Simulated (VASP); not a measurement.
A run of VASP 6.6.1:

INCAR

```
SYSTEM = Si
PREC = Accurate
ENCUT = 520
EDIFF = 1E-7
ISMEAR = 0
SIGMA = 0.1
LREAL = .False.
LASPH = .True.
NELM = 80
ALGO = Normal
ISIF = 2
LWAVE = .False.
LCHARG = .True.
GGA = PS
LELF = .True.
LVHAR = .True.
NBANDS = 8
```

Contents of KPOINTS:

```
regular mesh
0
Gamma
  18 18 18
  0 0 0
```

File POSCAR:

```
Si
1.0
    0.0000000000      1.9193149372      1.9193149372
    1.9193149372      0.0000000000      1.9193149372
    1.9193149372      1.9193149372      0.0000000000
Si
1
Direct
    0.0000000000      0.0000000000      0.0000000000
```

Potentials or basis: VASP PAW PBE potentials, release 64 (Si).

Launch:

```console
$ cat potpaw_PBE.64/Si/POTCAR > POTCAR
$ mpirun -np 1 vasp_std > vasp.out
```

Hardware: 1 thread of AMD EPYC 9R45 96-Core Processor (Zen 5), with other jobs on the host.

**Question.** Estimate the wall time of this run.

**Answer.** It took 8.8 s on 1 thread of AMD EPYC 9R45 96-Core Processor (Zen 5), on a shared host, peak memory 0.1 GiB. Counts: scf iterations 11, k points 195.
